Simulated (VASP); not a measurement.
# TaSi2 (P6_222) in VASP: relaxation of cell and atoms with PBE

Aim: the relaxation of cell and atoms of TaSi2 with PBE.

Program: VASP 6.6.1. These are calculated values, not measurements. Logs are shortened: lines on timing, memory, paths and dates and some standing lists are left out, and cuts for length are marked.

**1. The cell of the first run**

The structure is hexagonal, space group P6_222 (No. 180). Conventional cell: a = 4.806 Å, b = 4.806 Å, c = 6.600 Å, α = 90.00°, β = 90.00°, γ = 120.00°. Within 3.5 Å of Ta (site symmetry 222) lie 10 Si at 2.62 to 2.84 Å and 4 Ta at 3.26 Å. Within 3.4 Å of Si (site symmetry 2) lie 9 Si at 2.57 to 3.34 Å and 5 Ta at 2.62 to 2.84 Å.

**2. Relaxation of cell and atoms, PBE**

Contents of INCAR:

```
SYSTEM = TaSi2
  PREC = Accurate
  ENCUT = 600
  EDIFF = 1E-7
  ISMEAR = -1
  SIGMA = 0.15
  LREAL = .FALSE.
  LASPH = .TRUE.
  NELM = 100
  ALGO = Normal
  ISIF = 3
  LWAVE = .FALSE.
  LCHARG = .FALSE.
  GGA = PE
  IBRION = 2
  NSW = 80
  EDIFFG = -0.001
```

Contents of KPOINTS:

```
Automatic mesh
0
G
  9 9 6
  0 0 0
```

Contents of POSCAR:

```
TaSi2
1.0
    4.8059574354      0.0000000029      0.0000000000
   -2.4029787202      4.1620812271      0.0000000000
    0.0000000000      0.0000000000      6.5997038164
Ta Si
3 6
Direct
    0.0000000000      0.5000000000      0.1666666667
    0.5000000000      0.5000000000      0.8333333333
    0.5000000000      0.0000000000      0.5000000000
    0.8410803594      0.6821607188      0.5000000000
    0.1589196406      0.8410803594      0.8333333333
    0.6821607188      0.8410803594      0.1666666667
    0.1589196406      0.3178392812      0.5000000000
    0.8410803594      0.1589196406      0.8333333333
    0.3178392812      0.1589196406      0.1666666667
```

Potentials or basis: VASP PAW PBE potentials, release 64 (Ta_pv, Si).

Started as:

```console
> cat potpaw_PBE.64/Ta_pv/POTCAR potpaw_PBE.64/Si/POTCAR > POTCAR
> mpirun -np 1 vasp_std > vasp.out
```

OUTCAR:

```text
SYSTEM = TaSi2
   PREC = Accurate
   ENCUT = 600
   EDIFF = 1E-7
   ISMEAR = -1
   LREAL = .FALSE.
   LASPH = .TRUE.
   NELM = 100
   ISIF = 3
   GGA = PE
   IBRION = 2
   NSW = 80
   EDIFFG = -0.001

 ion  position               nearest neighbor table
   1  0.000  0.500  0.167-   4 2.62   7 2.62   5 2.62   8 2.62   9 2.74   6 2.74   9 2.74   6 2.74
                             6 2.84   9 2.84   3 3.26   3 3.26   2 3.26   2 3.26
   2  0.500  0.500  0.833-   4 2.62   7 2.62   6 2.62   9 2.62   8 2.74   5 2.74   5 2.74   8 2.74
                             8 2.84   5 2.84   3 3.26   3 3.26   1 3.26   1 3.26
   3  0.500  0.000  0.500-   6 2.62   9 2.62   8 2.62   5 2.62   4 2.74   7 2.74   7 2.74   4 2.74
                             7 2.84   4 2.84   2 3.26   2 3.26   1 3.26   1 3.26
   4  0.841  0.682  0.500-   6 2.57   5 2.57   1 2.62   2 2.62   7 2.65   3 2.74   3 2.74   3 2.84
                             7 2.84   7 2.84
   5  0.159  0.841  0.833-   4 2.57   9 2.57   3 2.62   1 2.62   8 2.65   2 2.74   2 2.74   2 2.84
                             8 2.84   8 2.84
   6  0.682  0.841  0.167-   4 2.57   8 2.57   3 2.62   2 2.62   9 2.65   1 2.74   1 2.74   1 2.84
                             9 2.84   9 2.84
   7  0.159  0.318  0.500-   9 2.57   8 2.57   1 2.62   2 2.62   4 2.65   3 2.74   3 2.74   3 2.84
                             4 2.84   4 2.84
   8  0.841  0.159  0.833-   7 2.57   6 2.57   3 2.62   1 2.62   5 2.65   2 2.74   2 2.74   2 2.84
                             5 2.84   5 2.84
   9  0.318  0.159  0.167-   7 2.57   5 2.57   3 2.62   2 2.62   6 2.65   1 2.74   1 2.74   1 2.84
                             6 2.84   6 2.84

  LATTYP: Found a hexagonal cell.
 ALAT       =     4.8059574354
 C/A-ratio  =     1.3732339300

  Lattice vectors:

 A1 = (   4.8059574354,   0.0000000029,   0.0000000000)
 A2 = (  -2.4029787202,   4.1620812271,   0.0000000000)
 A3 = (   0.0000000000,   0.0000000000,   6.5997038164)

Analysis of symmetry for initial positions (statically):
=====================================================================
 Subroutine PRICEL returns:
 Original cell was already a primitive cell.

 Routine SETGRP: Setting up the symmetry group for a
 hexagonal supercell.

 Subroutine GETGRP returns: Found 12 space group operations
 (whereof  4 operations were pure point group operations)
 out of a pool of 24 trial point group operations.

The static configuration has the point symmetry D_2 .
 The point group associated with its full space group is D_6 .

Analysis of symmetry for dynamics (positions and initial velocities):
=====================================================================
 Subroutine PRICEL returns:
 Original cell was already a primitive cell.

 Routine SETGRP: Setting up the symmetry group for a
 hexagonal supercell.

 Subroutine GETGRP returns: Found 12 space group operations
 (whereof  4 operations were pure point group operations)
 out of a pool of 24 trial point group operations.

The dynamic configuration has the point symmetry D_2 .
 The point group associated with its full space group is D_6 .

 Subroutine INISYM returns: Found 12 space group operations
 (whereof  4 operations are pure point group operations),
 and found     1 'primitive' translations

----------------------------------------------------------------------------------------

                                     Primitive cell

  volume of cell :     132.0125

  direct lattice vectors                    reciprocal lattice vectors
     4.805957435  0.000000003  0.000000000     0.208075085  0.120132206  0.000000000
    -2.402978720  4.162081227  0.000000000    -0.000000000  0.240264412  0.000000000
     0.000000000  0.000000000  6.599703816     0.000000000  0.000000000  0.151521951

  length of vectors
     4.805957435  4.805957435  6.599703816     0.240264412  0.240264412  0.151521951

  position of ions in fractional coordinates (direct lattice)
     0.000000000  0.500000000  0.166666667
     0.500000000  0.500000000  0.833333333
     0.500000000  0.000000000  0.500000000
     0.841080359  0.682160719  0.500000000
     0.158919641  0.841080359  0.833333333
     0.682160719  0.841080359  0.166666667
     0.158919641  0.317839281  0.500000000
     0.841080359  0.158919641  0.833333333
     0.317839281  0.158919641  0.166666667

  ion indices of the primitive-cell ions
   primitive index   ion index
                 1           1
                 2           2
                 3           3
                 4           4
                 5           5
                 6           6
                 7           7
                 8           8
                 9           9

----------------------------------------------------------------------------------------

 KPOINTS: Automatic mesh

Automatic generation of k-mesh.
 Grid dimensions read from file:
 generate k-points for:    9    9    6

 Generating k-lattice:

  Cartesian coordinates                     Fractional coordinates (reciprocal lattice)
     0.023119454  0.013348023  0.000000000     0.111111111  0.000000000  0.000000000
    -0.000000000  0.026696046  0.000000000     0.000000000  0.111111111  0.000000000
     0.000000000  0.000000000  0.025253659     0.000000000  0.000000000  0.166666667

  Length of vectors
     0.026696046  0.026696046  0.025253659

  Shift w.r.t. Gamma in fractional coordinates (k-lattice)
     0.000000000  0.000000000  0.000000000

 Subroutine IBZKPT returns following result:
 ===========================================

 Found     48 irreducible k-points:

 Following reciprocal coordinates:
            Coordinates               Weight
  0.000000  0.000000  0.000000      1.000000
  0.111111  0.000000  0.000000      6.000000
  0.222222  0.000000  0.000000      6.000000
  0.333333  0.000000  0.000000      6.000000
  0.444444  0.000000  0.000000      6.000000
  0.111111  0.111111  0.000000      6.000000
[... 16 lines left out ...]
  0.333333  0.222222  0.166667     24.000000
  0.333333  0.333333  0.166667      4.000000
 [... further k-points ...]
   k-points           NKPTS =     48   k-points in BZ     NKDIM =     48   number of bands    NBANDS=     34
   number of dos      NEDOS =    301   number of ions     NIONS =      9
   total plane-waves  NPLWV =  86400
   dimension x,y,z NGX =    40 NGY =   40 NGZ =   54
   dimension x,y,z NGXF=    80 NGYF=   80 NGZF=  108
   ions per type =               3   6
   NGX,Y,Z   is equivalent  to a cutoff of  13.84, 13.84, 13.60 a.u.
   NGXF,Y,Z  is equivalent  to a cutoff of  27.67, 27.67, 27.21 a.u.
 SYSTEM =  TaSi2
   PREC   = accura    normal or accurate (medium, high low for compatibility)
   ISTART =      0    job   : 0-new  1-cont  2-samecut
   ICHARG =      2    charge: 1-file 2-atom 10-const
   ISPIN  =      1    spin polarized calculation?
   LNONCOLLINEAR =      F non collinear calculations
   LSORBIT =      F    spin-orbit coupling
   LASPH  =      T    aspherical Exc in radial PAW
   ENCUT  =  600.0 eV  44.10 Ry    6.64 a.u.   9.60  9.60 13.18*2*pi/ulx,y,z
   NELM   =    100;   NELMIN=  2; NELMDL= -5     # of ELM steps
   EDIFF  = 0.1E-06   stopping-criterion for ELM
   LREAL  =      F    real-space projection
   EDIFFG = -.1E-02   stopping-criterion for IOM
   NSW    =     80    number of steps for IOM
   IBRION =      2    ionic relax: 0-MD 1-quasi-New 2-CG
   NFREE  =      1    steps in history (QN), initial steepest desc. (CG)
   ISIF   =      3    stress and relaxation
   ISYM   =      2    0-nonsym 1-usesym 2-fastsym
   POTIM  = 0.5000    time-step for ionic-motion
   TEBEG  =    0.0;   TEEND  =   0.0 temperature during run
   PSTRESS=    0.0 pullay stress
   NELECT =      57.0000    total number of electrons
   NUPDOWN=      -1.0000    fix difference up-down
   EMIN   =  10.00;   EMAX   =-10.00  energy-range for DOS
   EFERMI =   0.00;   METHOD = LEGACY
   ISMEAR =    -1;   SIGMA  =   0.15  broadening in eV -4-tet -1-fermi 0-gaus
   EFERMI_NEDOS =   21; number of points for ismear=-14 and -15
   IALGO  =     38    algorithm
   IMIX   =      4    mixing-type and parameters
     AMIX     =   0.40;   BMIX     =  1.00
     AMIX_MAG =   1.60;   BMIX_MAG =  1.00
  volume/ion in A,a.u.               =      14.67        98.98
  Fermi-wavevector in a.u.,A,eV,Ry     =   1.237356  2.338265 20.831212  1.531051
  Thomas-Fermi vector in A             =   2.371927
   LORBIT       =      0    0 simple, 1 ext, 2 COOP (PROOUT), +10 PAW based schemes
   GGA     = PE    functional components
   LHFCALC =     F    Hartree Fock is set to
   AEXX    =    0.0000 exact exchange contribution
   IVDW    =     0    specifies the selected vdW correction
   LEPSILON=     F    determine dielectric tensor
   LRPA    =     F    only Hartree local field effects (RPA)
 conjugate gradient relaxation of ions
 non-spin polarized calculation
  energy-cutoff  :      600.00
  volume of cell :      132.01
 maximum number of plane-waves:      4454
 NGX is ok and might be reduce to    40
   NGX = 19   NGY = 19   NGZ = 27

--------------------------------------- Ionic step        1  -------------------------------------------

 number of electron      56.9999998 magnetization

 Free energy of the ion-electron system (eV)
  ---------------------------------------------------
  ext. energy  EPLUGINS =         0.00000000
  ---------------------------------------------------
  free energy    TOTEN  =       -72.37232852 eV

  energy without entropy =      -72.16181841  energy(sigma->0) =      -72.26707346

------------------------ aborting loop because EDIFF is reached ----------------------------------------

  FORCE on cell =-STRESS in cart. coord.  units (eV):
  Direction    XX          YY          ZZ          XY          YZ          ZX
  --------------------------------------------------------------------------------------
  -------------------------------------------------------------------------------------
  Total       -0.0234069     -0.0234069      0.3602113     -0.0000000      0.0000000      0.0000000
  in kB       -0.2840793     -0.2840793      4.3717264     -0.0000000      0.0000000      0.0000000
  external PRESSURE =       1.2678559 kB  Pullay stress =       0.0000000 kB
[... 243 lines left out ...]
  energy  without entropy=      -72.1602742978  energy(sigma->0) =      -72.26668653

--------------------------------------- Ionic step        7  -------------------------------------------

 number of electron      56.9999998 magnetization

 Free energy of the ion-electron system (eV)
  ---------------------------------------------------
  ext. energy  EPLUGINS =         0.00000000
  ---------------------------------------------------
  free energy    TOTEN  =       -72.37310000 eV

  energy without entropy =      -72.16028740  energy(sigma->0) =      -72.26669370

 E-fermi :   9.2016     XC(G=0): -12.0111

 val. band max:        9.1968599653   @ k =   0.3333   0.1111   0.5000
 cond. band min:       9.2371220019   @ k =   0.3333   0.2222   0.0000
 fundamental gap:      0.0402620366
 Fermi energy:         9.2015573672

 k-point     1 :       0.0000    0.0000    0.0000
  band No.  band energies     occupation
      1     -25.1948      2.00000
      2     -25.1948      2.00000
      3     -25.1917      2.00000
      4     -25.1282      2.00000
      5     -25.1282      2.00000
      6     -25.0415      2.00000
[... 877 lines left out ...]
     33      11.4781      0.00000
     34      11.5723      0.00000

 [... further k-points ...]

------------------------ aborting loop because EDIFF is reached ----------------------------------------

  FORCE on cell =-STRESS in cart. coord.  units (eV):
  Direction    XX          YY          ZZ          XY          YZ          ZX
  --------------------------------------------------------------------------------------
  -------------------------------------------------------------------------------------
  Total        0.0016413      0.0016413     -0.0022243      0.0000000      0.0000000      0.0000000
  in kB        0.0199104      0.0199104     -0.0269835      0.0000000      0.0000000      0.0000000
  external PRESSURE =       0.0042791 kB  Pullay stress =       0.0000000 kB
[... 24 lines left out ...]
  FREE ENERGIE OF THE ION-ELECTRON SYSTEM (eV)
  ---------------------------------------------------
  free  energy   TOTEN  =       -72.3730999965 eV

  energy  without entropy=      -72.1602874015  energy(sigma->0) =      -72.26669370

 reached required accuracy - stopping structural energy minimisation
```

It took 8.8 min on 1 thread of Intel Xeon 6975P-C (Granite Rapids), shared host; peak memory 0.44 GiB.

Results:

| Item | Value |
| --- | --- |
| Free energy | -72.3731 eV |
| Relaxed volume | 14.67 Å³/atom |
| Relaxed cell | a = 4.804 Å, b = 4.804 Å, c = 6.609 Å, α = 90.00°, β = 90.00°, γ = 120.00° |
| Space group after relaxing (to 0.1 Å) | P6_222 (No. 180) |
| Energy gained by relaxing | 0.1 meV/atom |
| Ionic steps | 7 |
| Pressure after relaxing | 0.0 GPa |
| Band gap on the k mesh | zero (an odd number of electrons rules out a gap without spin polarisation) |

The path:
```csv
step,energy change (eV),largest force (eV/Å),pressure (GPa),volume (Å³)
1,0.0000,0.0447,0.13,132.01
2,-0.0005,0.0233,-0.23,132.23
3,-0.0005,0.0266,-0.18,132.20
4,-0.0007,0.0002,0.10,131.99
5,-0.0008,0.0061,0.04,132.04
6,-0.0008,0.0019,-0.01,132.08
7,-0.0008,0.0003,0.00,132.07
```

Final structure:
```cif
data_structure
_symmetry_space_group_name_H-M 'P 1'
_symmetry_Int_Tables_number 1
_cell_length_a 4.8038
_cell_length_b 4.8038
_cell_length_c 6.6088
_cell_angle_alpha 90.000
_cell_angle_beta 90.000
_cell_angle_gamma 120.000
_cell_volume 132.07
loop_
_atom_site_label
_atom_site_type_symbol
_atom_site_fract_x
_atom_site_fract_y
_atom_site_fract_z
_atom_site_occupancy
Ta1 Ta 0.00000 0.50000 0.16667 1
Ta2 Ta 0.50000 0.50000 0.83333 1
Ta3 Ta 0.50000 0.00000 0.50000 1
Si1 Si 0.84061 0.68122 0.50000 1
Si2 Si 0.15939 0.84061 0.83333 1
Si3 Si 0.68122 0.84061 0.16667 1
Si4 Si 0.15939 0.31878 0.50000 1
Si5 Si 0.84061 0.15939 0.83333 1
Si6 Si 0.31878 0.15939 0.16667 1
```

Levels at points of the mesh, in eV from the Fermi level:
```csv
k point,band 25,band 26,band 27,band 28,band 29,band 30,band 31,band 32,band 33,band 34
"(0.00, 0.00, 0.00)",-2.48,-2.41,-2.16,-2.16,-1.49,0.73,2.96,2.96,3.33,3.50
"(0.00, 0.00, 0.50)",-2.19,-2.00,-1.78,-1.78,1.11,1.11,2.54,2.54,3.35,3.45
```

Caveat: spin-orbit coupling is left out, which moves the levels of the heavy elements; an odd number of electrons without spin polarisation forces a metal; a magnetic or distorted state may lie lower.

The gap in the log of VASP goes by the Fermi energy; the results here count the filled bands.